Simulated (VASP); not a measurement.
# TiC (zincblende type) (F-43m) in VASP: notebook, part 3 of 3

VASP 6.6.1. Earlier steps stand in the parts before.

**6. Single point, PBE, non-collinear spin, zero start, spin-orbit coupling**

Input file INCAR:

```
PREC     = Accurate       # precision mode
ENCUT    = 520            # plane-wave cutoff, eV
EDIFF    = 1E-6           # SCF threshold, eV
ISMEAR   = -1             # smearing method
SIGMA    = 0.05           # smearing width, eV
LREAL    = F              # projectors in reciprocal space
LASPH    = T              # aspherical terms in the spheres
NELM     = 150            # most SCF steps
ALGO     = Normal         # electronic algorithm
ISIF     = 2              # what is computed and relaxed
LWAVE    = F              # write WAVECAR
LCHARG   = F              # write CHGCAR
MAGMOM   = 0 0 0 0 0 0    # initial moments
LORBIT   = 11             # projections on sites
LSORBIT  = T              # spin-orbit coupling
GGA_COMPAT= F            
LORBMOM  = T            
LMAXMIX  = 4              # l up to which the mixer works
GGA      = PE             # functional
NBANDS   = 28             # bands
```

Input file KPOINTS:

```
Automatic mesh
0
Gamma
  15 15 15
```

Input file POSCAR:

```
TiC
1.0
    0.0000000000      2.3641273732      2.3641273732
    2.3641273732      0.0000000000      2.3641273732
    2.3641273732      2.3641273732      0.0000000000
Ti C
1 1
Direct
    0.0000000000      0.0000000000      0.0000000000
    0.2500000000      0.2500000000      0.2500000000
```

Potentials or basis: VASP PAW PBE potentials, release 64 (Ti_sv, C).

Run with:

```console
$ cat potpaw_PBE.64/Ti_sv/POTCAR potpaw_PBE.64/C/POTCAR > POTCAR
$ mpirun -np 1 vasp_ncl > vasp.out
```

OUTCAR:

```text
PREC = Accurate
   ENCUT = 520
   EDIFF = 1E-6
   ISMEAR = -1
   LREAL = F
   LASPH = T
   NELM = 150
   ISIF = 2
   LORBIT = 11
   LSORBIT = T
   GGA = PE

 ion  position               nearest neighbor table
   1  0.000  0.000  0.000-   2 2.05   2 2.05   2 2.05   2 2.05
   2  0.250  0.250  0.250-   1 2.05   1 2.05   1 2.05   1 2.05

  LATTYP: Found a face centered cubic cell.
 ALAT       =     4.7282547464

  Lattice vectors:

 A1 = (   0.0000000000,   2.3641273732,   2.3641273732)
 A2 = (   2.3641273732,   0.0000000000,   2.3641273732)
 A3 = (   2.3641273732,   2.3641273732,   0.0000000000)

Analysis of symmetry for initial positions (statically):
=====================================================================
 Subroutine PRICEL returns:
 Original cell was already a primitive cell.

 Routine SETGRP: Setting up the symmetry group for a
 face centered cubic supercell.

 Subroutine GETGRP returns: Found 24 space group operations
 (whereof 24 operations were pure point group operations)
 out of a pool of 48 trial point group operations.

The static configuration has the point symmetry T_d .

Analysis of symmetry for dynamics (positions and initial velocities):
=====================================================================
 Subroutine PRICEL returns:
 Original cell was already a primitive cell.

 Routine SETGRP: Setting up the symmetry group for a
 face centered cubic supercell.

 Subroutine GETGRP returns: Found 24 space group operations
 (whereof 24 operations were pure point group operations)
 out of a pool of 48 trial point group operations.

The dynamic configuration has the point symmetry T_d .

Analysis of structural, dynamic, and magnetic symmetry:
=====================================================================
 Subroutine PRICEL returns:
 Original cell was already a primitive cell.

 Routine SETGRP: Setting up the symmetry group for a
 face centered cubic supercell.

 Subroutine GETGRP returns: Found 24 space group operations
 (whereof 24 operations were pure point group operations)
 out of a pool of 48 trial point group operations.

The overall configuration has the point symmetry T_d .

 Subroutine INISYM returns: Found 24 space group operations
 (whereof 24 operations are pure point group operations),
 and found     1 'primitive' translations

----------------------------------------------------------------------------------------

                                     Primitive cell

  volume of cell :      26.4267

  direct lattice vectors                    reciprocal lattice vectors
     0.000000000  2.364127373  2.364127373    -0.211494527  0.211494527  0.211494527
     2.364127373  0.000000000  2.364127373     0.211494527 -0.211494527  0.211494527
     2.364127373  2.364127373  0.000000000     0.211494527  0.211494527 -0.211494527

  length of vectors
[... 887 lines left out ...]

------------------------ aborting loop because EDIFF is reached ----------------------------------------

  FORCE on cell =-STRESS in cart. coord.  units (eV):
  Direction    XX          YY          ZZ          XY          YZ          ZX
  --------------------------------------------------------------------------------------
  -------------------------------------------------------------------------------------
  Total        0.0224077      0.0224077      0.0224077      0.0000000      0.0000000     -0.0000000
  in kB        1.3585194      1.3585194      1.3585194      0.0000000      0.0000000     -0.0000000
  external PRESSURE =       1.3585194 kB  Pullay stress =       0.0000000 kB

 VOLUME and BASIS-vectors are now :
 -----------------------------------------------------------------------------
  energy-cutoff  :      520.00
  volume of cell :       26.43
      direct lattice vectors                 reciprocal lattice vectors
     0.000000000  2.364127373  2.364127373    -0.211494527  0.211494527  0.211494527
     2.364127373  0.000000000  2.364127373     0.211494527 -0.211494527  0.211494527
     2.364127373  2.364127373  0.000000000     0.211494527  0.211494527 -0.211494527

 POSITION                                       TOTAL-FORCE (eV/Angst)
 -----------------------------------------------------------------------------------
      0.00000      0.00000      0.00000         0.000000      0.000000      0.000000
      1.18206      1.18206      1.18206        -0.000000     -0.000000     -0.000000
 -----------------------------------------------------------------------------------
    total drift:                                0.000001      0.000001      0.000001

  FREE ENERGIE OF THE ION-ELECTRON SYSTEM (eV)
  ---------------------------------------------------
  free  energy   TOTEN  =       -17.3649390546 eV

  energy  without entropy=      -17.3647905907  energy(sigma->0) =      -17.36486482

 orbital moment (x)

 # of ion     p       d       tot
 ----------------------------------------
  1        -0.000  -0.000  -0.000
  2         0.000   0.000   0.000
 ----------------------------------------
           -0.000  -0.000  -0.000

 orbital moment (y)

 # of ion     p       d       tot
 ----------------------------------------
  1        -0.000  -0.000  -0.000
  2         0.000   0.000   0.000
 ----------------------------------------
           -0.000  -0.000  -0.000

 orbital moment (z)

 # of ion     p       d       tot
 ----------------------------------------
  1         0.000  -0.000  -0.000
  2         0.000   0.000   0.000
 ----------------------------------------
            0.000  -0.000  -0.000

 Spin-Orbit-Coupling matrix elements

 Ion:    1  E_soc:     -0.0108107
 l=   1
     0.0000000    -0.0017291    -0.0017291
    -0.0017291     0.0000000    -0.0017291
    -0.0017291    -0.0017291     0.0000000
 l=   2
     0.0000000    -0.0000214     0.0000000    -0.0000214    -0.0000513
    -0.0000214     0.0000000    -0.0000385    -0.0000214    -0.0000128
     0.0000000    -0.0000385     0.0000000    -0.0000385     0.0000000
    -0.0000214    -0.0000214    -0.0000385     0.0000000    -0.0000128
    -0.0000513    -0.0000128     0.0000000    -0.0000128     0.0000000
 l=   3
     0.0000000     0.0000000     0.0000000     0.0000000     0.0000000     0.0000000     0.0000000
     0.0000000     0.0000000     0.0000000     0.0000000     0.0000000     0.0000000     0.0000000
     0.0000000     0.0000000     0.0000000     0.0000000     0.0000000     0.0000000     0.0000000
     0.0000000     0.0000000     0.0000000     0.0000000     0.0000000     0.0000000     0.0000000
     0.0000000     0.0000000     0.0000000     0.0000000     0.0000000     0.0000000     0.0000000
     0.0000000     0.0000000     0.0000000     0.0000000     0.0000000     0.0000000     0.0000000
     0.0000000     0.0000000     0.0000000     0.0000000     0.0000000     0.0000000     0.0000000

 Ion:    2  E_soc:     -0.0000304
 l=   1
     0.0000000    -0.0000051    -0.0000051
    -0.0000051     0.0000000    -0.0000051
    -0.0000051    -0.0000051     0.0000000
 l=   2
     0.0000000     0.0000000     0.0000000     0.0000000     0.0000000
     0.0000000     0.0000000     0.0000000     0.0000000     0.0000000
     0.0000000     0.0000000     0.0000000     0.0000000     0.0000000
     0.0000000     0.0000000     0.0000000     0.0000000     0.0000000
     0.0000000     0.0000000     0.0000000     0.0000000     0.0000000
 l=   3
     0.0000000     0.0000000     0.0000000     0.0000000     0.0000000     0.0000000     0.0000000
     0.0000000     0.0000000     0.0000000     0.0000000     0.0000000     0.0000000     0.0000000
     0.0000000     0.0000000     0.0000000     0.0000000     0.0000000     0.0000000     0.0000000
     0.0000000     0.0000000     0.0000000     0.0000000     0.0000000     0.0000000     0.0000000
     0.0000000     0.0000000     0.0000000     0.0000000     0.0000000     0.0000000     0.0000000
     0.0000000     0.0000000     0.0000000     0.0000000     0.0000000     0.0000000     0.0000000
     0.0000000     0.0000000     0.0000000     0.0000000     0.0000000     0.0000000     0.0000000

 total charge

# of ion       s       p       d       tot
------------------------------------------
    1        2.230   6.202   1.926  10.358
    2        0.909   1.529   0.000   2.438
--------------------------------------------------
tot          3.140   7.731   1.926  12.797

 magnetization (x)

# of ion       s       p       d       tot
------------------------------------------
    1        0.000   0.000  -0.000   0.000
    2       -0.000   0.000   0.000  -0.000
--------------------------------------------------
tot         -0.000   0.000  -0.000  -0.000

 magnetization (y)

# of ion       s       p       d       tot
------------------------------------------
    1        0.000   0.000   0.000   0.000
    2       -0.000   0.000   0.000  -0.000
--------------------------------------------------
tot         -0.000   0.000   0.000  -0.000

 magnetization (z)

# of ion       s       p       d       tot
------------------------------------------
    1        0.000  -0.000  -0.000  -0.000
    2       -0.000  -0.000   0.000  -0.000
--------------------------------------------------
tot          0.000  -0.000  -0.000  -0.000
```

Wall time 15 min (1 thread of Intel Xeon 8259CL, shared host); peak memory 0.4 GiB.

What came out:

```
Free energy                                           : -17.3649 eV
Pressure                                              : 0.1 GPa
Net moment                                            : 0.00 μB per cell
Valence electrons inside the program's atomic spheres : Ti 10.36; C 2.44
```

Moments on the atoms (μB; x, y, z):
```
Ti  0.00 0.00 0.00
C   0.00 0.00 0.00
```

**7. The runs side by side**

```tsv
task	level	spin	cell	cutoff (eV)	gap on the mesh (eV)	pressure (GPa)
single point	PBE	off	a = 3.343 Å, angles 60.0°, 2 atoms	520	0.57	0.1
single point	PBEsol	off	a = 3.343 Å, angles 60.0°, 2 atoms	520	0.52	-4.4
relaxation of cell and atoms	PBE	off	relaxed from a = 3.320 Å, angles 60.0°, 2 atoms	600	0.57	0.0
single point	PBE	non-collinear, zero start, SOC	a = 3.343 Å, angles 60.0°, 2 atoms	520	-	0.1
```

Alike in all rows: potentials or basis VASP PAW PBE potentials, release 64 (Ti_sv, C); k mesh 15 × 15 × 15; smearing fermi-dirac 0.05 eV.

The pressure there spans -4.4 GPa (PBEsol) to 0.1 GPa (PBE); a positive pressure means that this level wants a larger cell, a negative one a smaller.

Caveats: an odd mesh through Γ misses points on the zone boundary, where band edges can lie (at least some runs); the cell stands under tension (at least some runs); the PAW data sets were made with another functional, which shifts forces and pressure a little (at least some runs).

Absolute energies hang on the potentials; compare differences alone.
